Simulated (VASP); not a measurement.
# RhO in VASP: relaxation of cell and atoms with PBE

Aim: the relaxation of cell and atoms of RhO with PBE.

Program: VASP 6.6.1. These are calculated values, not measurements. Logs are shortened: lines on timing, memory, paths and dates and some standing lists are left out, and cuts for length are marked.

## Step 1: The cell of the first run

The typed cell holds 2 atoms: a = 2.760 Å, b = 2.760 Å, c = 2.760 Å, α = 90.00°, β = 90.00°, γ = 90.00°.

## Step 2: Relaxation of cell and atoms, PBE

Contents of INCAR:

```
PREC = Accurate
ENCUT = 600
EDIFF = 1E-7
ISMEAR = 0
SIGMA = 0.1
LREAL = F
LASPH = T
NELM = 100
ALGO = Normal
ISIF = 3
LWAVE = F
LCHARG = F
GGA = PE
IBRION = 2
NSW = 100
EDIFFG = -0.01
```

Contents of KPOINTS:

```
Automatic mesh
0
Gamma
  20 20 20
```

Contents of POSCAR:

```
RhO
1.0
    2.7603672915      0.0000000000      0.0000000000
    0.0000000000      2.7603672915      0.0000000000
    0.0000000000      0.0000000000      2.7599342576
Rh O
1 1
Direct
    0.5000000000      0.5000000000      0.5000000000
    0.0000000000      0.0000000000      0.0000000000
```

Potentials or basis: VASP PAW PBE potentials, release 64 (Rh_pv, O).

Started as:

```console
$ cat potpaw_PBE.64/Rh_pv/POTCAR potpaw_PBE.64/O/POTCAR > POTCAR
$ mpirun -np 1 vasp_std > vasp.out
```

OUTCAR:

```text
PREC = Accurate
   ENCUT = 600
   EDIFF = 1E-7
   ISMEAR = 0
   LREAL = F
   LASPH = T
   NELM = 100
   ISIF = 3
   GGA = PE
   IBRION = 2
   NSW = 100
   EDIFFG = -0.01

 ion  position               nearest neighbor table
   1  0.500  0.500  0.500-   2 2.39   2 2.39   2 2.39   2 2.39   2 2.39   2 2.39   2 2.39   2 2.39

   2  0.000  0.000  0.000-   1 2.39   1 2.39   1 2.39   1 2.39   1 2.39   1 2.39   1 2.39   1 2.39

  LATTYP: Found a simple tetragonal cell.
 ALAT       =     2.7603672915
 C/A-ratio  =     0.9998431245

  Lattice vectors:

 A1 = (   2.7603672915,   0.0000000000,   0.0000000000)
 A2 = (   0.0000000000,   2.7603672915,   0.0000000000)
 A3 = (   0.0000000000,   0.0000000000,   2.7599342576)

Analysis of symmetry for initial positions (statically):
=====================================================================
 Subroutine PRICEL returns:
 Original cell was already a primitive cell.

 Routine SETGRP: Setting up the symmetry group for a
 simple tetragonal supercell.

 Subroutine GETGRP returns: Found 16 space group operations
 (whereof 16 operations were pure point group operations)
 out of a pool of 16 trial point group operations.

The static configuration has the point symmetry D_4h.

Analysis of symmetry for dynamics (positions and initial velocities):
=====================================================================
 Subroutine PRICEL returns:
 Original cell was already a primitive cell.

 Routine SETGRP: Setting up the symmetry group for a
 simple tetragonal supercell.

 Subroutine GETGRP returns: Found 16 space group operations
 (whereof 16 operations were pure point group operations)
 out of a pool of 16 trial point group operations.

The dynamic configuration has the point symmetry D_4h.

 Subroutine INISYM returns: Found 16 space group operations
 (whereof 16 operations are pure point group operations),
 and found     1 'primitive' translations

----------------------------------------------------------------------------------------

                                     Primitive cell

  volume of cell :      21.0297

  direct lattice vectors                    reciprocal lattice vectors
     2.760367292  0.000000000  0.000000000     0.362270631  0.000000000  0.000000000
     0.000000000  2.760367292  0.000000000     0.000000000  0.362270631  0.000000000
     0.000000000  0.000000000  2.759934258     0.000000000  0.000000000  0.362327471

  length of vectors
     2.760367292  2.760367292  2.759934258     0.362270631  0.362270631  0.362327471

  position of ions in fractional coordinates (direct lattice)
     0.500000000  0.500000000  0.500000000
     0.000000000  0.000000000  0.000000000

  ion indices of the primitive-cell ions
   primitive index   ion index
                 1           1
                 2           2

----------------------------------------------------------------------------------------

 KPOINTS: Automatic mesh

Automatic generation of k-mesh.
 Grid dimensions read from file:
 generate k-points for:   20   20   20

 Generating k-lattice:

  Cartesian coordinates                     Fractional coordinates (reciprocal lattice)
     0.018113532  0.000000000  0.000000000     0.050000000  0.000000000  0.000000000
     0.000000000  0.018113532  0.000000000     0.000000000  0.050000000  0.000000000
     0.000000000  0.000000000  0.018116374     0.000000000  0.000000000  0.050000000

  Length of vectors
     0.018113532  0.018113532  0.018116374

  Shift w.r.t. Gamma in fractional coordinates (k-lattice)
     0.000000000  0.000000000  0.000000000

 Subroutine IBZKPT returns following result:
 ===========================================

 Found    726 irreducible k-points:

 Following reciprocal coordinates:
            Coordinates               Weight
  0.000000  0.000000  0.000000      1.000000
  0.050000  0.000000  0.000000      4.000000
  0.100000  0.000000  0.000000      4.000000
  0.150000  0.000000  0.000000      4.000000
  0.200000  0.000000  0.000000      4.000000
  0.250000  0.000000  0.000000      4.000000
[... 16 lines left out ...]
  0.150000  0.100000  0.000000      8.000000
  0.200000  0.100000  0.000000      8.000000
 [... further k-points ...]
   k-points           NKPTS =    726   k-points in BZ     NKDIM =    726   number of bands    NBANDS=     14
   number of dos      NEDOS =    301   number of ions     NIONS =      2
   total plane-waves  NPLWV =  13824
   dimension x,y,z NGX =    24 NGY =   24 NGZ =   24
   dimension x,y,z NGXF=    48 NGYF=   48 NGZF=   48
   ions per type =               1   1
   NGX,Y,Z   is equivalent  to a cutoff of  14.45, 14.45, 14.46 a.u.
   NGXF,Y,Z  is equivalent  to a cutoff of  28.91, 28.91, 28.91 a.u.
 SYSTEM =  unknown system
   PREC   = accura    normal or accurate (medium, high low for compatibility)
   ISTART =      0    job   : 0-new  1-cont  2-samecut
   ICHARG =      2    charge: 1-file 2-atom 10-const
   ISPIN  =      1    spin polarized calculation?
   LNONCOLLINEAR =      F non collinear calculations
   LSORBIT =      F    spin-orbit coupling
   LASPH  =      T    aspherical Exc in radial PAW
   ENCUT  =  600.0 eV  44.10 Ry    6.64 a.u.   5.51  5.51  5.51*2*pi/ulx,y,z
   NELM   =    100;   NELMIN=  2; NELMDL= -5     # of ELM steps
   EDIFF  = 0.1E-06   stopping-criterion for ELM
   LREAL  =      F    real-space projection
   EDIFFG = -.1E-01   stopping-criterion for IOM
   NSW    =    100    number of steps for IOM
   IBRION =      2    ionic relax: 0-MD 1-quasi-New 2-CG
   NFREE  =      1    steps in history (QN), initial steepest desc. (CG)
   ISIF   =      3    stress and relaxation
   ISYM   =      2    0-nonsym 1-usesym 2-fastsym
   POTIM  = 0.5000    time-step for ionic-motion
   TEBEG  =    0.0;   TEEND  =   0.0 temperature during run
   PSTRESS=    0.0 pullay stress
   NELECT =      21.0000    total number of electrons
   NUPDOWN=      -1.0000    fix difference up-down
   EMIN   =  10.00;   EMAX   =-10.00  energy-range for DOS
   EFERMI =   0.00;   METHOD = LEGACY
   ISMEAR =     0;   SIGMA  =   0.10  broadening in eV -4-tet -1-fermi 0-gaus
   EFERMI_NEDOS =   21; number of points for ismear=-14 and -15
   IALGO  =     38    algorithm
   IMIX   =      4    mixing-type and parameters
     AMIX     =   0.40;   BMIX     =  1.00
     AMIX_MAG =   1.60;   BMIX_MAG =  1.00
  volume/ion in A,a.u.               =      10.51        70.96
  Fermi-wavevector in a.u.,A,eV,Ry     =   1.636328  3.092212 36.430555  2.677570
  Thomas-Fermi vector in A             =   2.727653
   LORBIT       =      0    0 simple, 1 ext, 2 COOP (PROOUT), +10 PAW based schemes
   GGA     = PE    functional components
   LHFCALC =     F    Hartree Fock is set to
   AEXX    =    0.0000 exact exchange contribution
   IVDW    =     0    specifies the selected vdW correction
   LEPSILON=     F    determine dielectric tensor
   LRPA    =     F    only Hartree local field effects (RPA)
 conjugate gradient relaxation of ions
 non-spin polarized calculation
 Gauss-broadening in eV      SIGMA  =   0.10
  energy-cutoff  :      600.00
  volume of cell :       21.03
 maximum number of plane-waves:       739
 NGX is ok and might be reduce to    24
   NGX = 11   NGY = 11   NGZ = 11

--------------------------------------- Ionic step        1  -------------------------------------------

 number of electron      21.0000006 magnetization

 Free energy of the ion-electron system (eV)
  ---------------------------------------------------
  ext. energy  EPLUGINS =         0.00000000
  ---------------------------------------------------
  free energy    TOTEN  =       -11.42609607 eV

  energy without entropy =      -11.41250787  energy(sigma->0) =      -11.41930197

------------------------ aborting loop because EDIFF is reached ----------------------------------------

  FORCE on cell =-STRESS in cart. coord.  units (eV):
  Direction    XX          YY          ZZ          XY          YZ          ZX
  --------------------------------------------------------------------------------------
  -------------------------------------------------------------------------------------
  Total       -0.0376190     -0.0376190     -0.0347267      0.0000000      0.0000000      0.0000000
  in kB       -2.8660621     -2.8660621     -2.6457073      0.0000000      0.0000000      0.0000000
  external PRESSURE =      -2.7926105 kB  Pullay stress =       0.0000000 kB
[... 57 lines left out ...]
  energy  without entropy=      -11.4125573474  energy(sigma->0) =      -11.41932506

--------------------------------------- Ionic step        3  -------------------------------------------

 number of electron      21.0000005 magnetization

 Free energy of the ion-electron system (eV)
  ---------------------------------------------------
  ext. energy  EPLUGINS =         0.00000000
  ---------------------------------------------------
  free energy    TOTEN  =       -11.42612017 eV

  energy without entropy =      -11.41255781  energy(sigma->0) =      -11.41933899

 E-fermi :   9.5562     XC(G=0): -13.4337

 val. band max:        9.5560313027   @ k =   0.1500   0.1000   0.1500
 cond. band min:       9.5619113002   @ k =   0.3500   0.1000   0.4000
 fundamental gap:      0.0058799975
 Fermi energy:         9.5562207061

 k-point     1 :       0.0000    0.0000    0.0000
  band No.  band energies     occupation
      1     -36.8067      2.00000
      2     -36.8067      2.00000
      3     -36.8066      2.00000
      4     -10.4231      2.00000
      5       5.0568      2.00000
      6       5.0574      2.00000
      7       6.3333      2.00000
      8       6.3333      2.00000
      9       6.3345      2.00000
     10       9.1172      2.00000
     11       9.1178      2.00000
     12       9.1178      2.00000
     13      10.0579      0.00000
     14      26.9881      0.00000
[... 375 lines left out ...]
 k-point    24 :       0.2000    0.1000    0.0000
  band No.  band energies     occupation
      1     -36.9130      2.00000
      2     -36.8271      2.00000
      3     -36.7947      2.00000
      4     -10.0471      2.00000
      5       3.7175      2.00000
      6       4.8861      2.00000
      7       5.7230      2.00000
      8       5.8081      2.00000
      9       7.2517      2.00000
     10       8.9443      2.00000
     11       9.2601      1.99997
     12       9.8403      0.00006
     13      12.4534      0.00000
     14      24.3060      0.00000

 [... further k-points ...]

------------------------ aborting loop because EDIFF is reached ----------------------------------------

  FORCE on cell =-STRESS in cart. coord.  units (eV):
  Direction    XX          YY          ZZ          XY          YZ          ZX
  --------------------------------------------------------------------------------------
  -------------------------------------------------------------------------------------
  Total        0.0002717      0.0002717      0.0025313      0.0000000     -0.0000000      0.0000000
  in kB        0.0207260      0.0207260      0.1930980      0.0000000     -0.0000000      0.0000000
  external PRESSURE =       0.0781833 kB  Pullay stress =       0.0000000 kB
[... 17 lines left out ...]
  FREE ENERGIE OF THE ION-ELECTRON SYSTEM (eV)
  ---------------------------------------------------
  free  energy   TOTEN  =       -11.4261201748 eV

  energy  without entropy=      -11.4125578076  energy(sigma->0) =      -11.41933899

 reached required accuracy - stopping structural energy minimisation
```

It took 5.1 min on 1 thread of Intel Xeon 8259CL, shared host; peak memory 0.39 GiB.

What came out:

```
Free energy                           : -11.4261 eV
Relaxed volume                        : 10.50 Å³/atom
Relaxed cell                          : a = 2.759 Å, b = 2.759 Å, c = 2.759 Å, α = 90.00°, β = 90.00°, γ = 90.00°
Space group after relaxing (to 0.1 Å) : Pm-3m (No. 221)
Energy gained by relaxing             : 0.0 meV/atom
Ionic steps                           : 3
Pressure after relaxing               : 0.0 GPa
Band gap on the k mesh                : zero (an odd number of electrons rules out a gap without spin polarisation)
```

Final structure:
```cif
data_structure
_symmetry_space_group_name_H-M 'P 1'
_symmetry_Int_Tables_number 1
_cell_length_a 2.7591
_cell_length_b 2.7591
_cell_length_c 2.7588
_cell_angle_alpha 90.000
_cell_angle_beta 90.000
_cell_angle_gamma 90.000
_cell_volume 21.00
loop_
_atom_site_label
_atom_site_type_symbol
_atom_site_fract_x
_atom_site_fract_y
_atom_site_fract_z
_atom_site_occupancy
Rh1 Rh 0.50000 0.50000 0.50000 1
O1 O 0.00000 0.00000 0.00000 1
```

Caveat: an odd number of electrons without spin polarisation forces a metal; a magnetic or distorted state may lie lower.
